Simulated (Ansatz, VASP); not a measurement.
## Lu in VASP and in Ansatz

```
CELL_PARAMETERS angstrom
3.64855 0.00000 0.00000
-1.82427 3.15974 0.00000
0.00000 0.00000 5.72429
ATOMIC_POSITIONS crystal
Lu 0.33333 0.66667 0.25000
Lu 0.66667 0.33333 0.75000
```

Alike in both runs: task single point; functional RPBE; k mesh 17 × 17 × 9; occupations fermi-dirac, width 0.1 eV; no spin polarisation.

```csv
,VASP,Ansatz
version,VASP 6.6.1,Ansatz 0.2.0
potentials or method,"VASP PAW PBE potentials, release 64 (Lu), cutoff 520 eV","plane waves (420 eV) with PAW, scalar-relativistic"
valence electrons in the cell,50,50
```

|  | VASP | Ansatz | Ansatz less VASP |
| --- | --- | --- | --- |
| pressure (GPa) | -2.8 | -2.8 | -0.01 |
| traceless stress, the component that is largest in VASP (GPa) | 0.15 | 0.15 | 0.000 |

VASP's potentials were made for PBE, not for RPBE.

Neither program's run includes spin-orbit coupling.
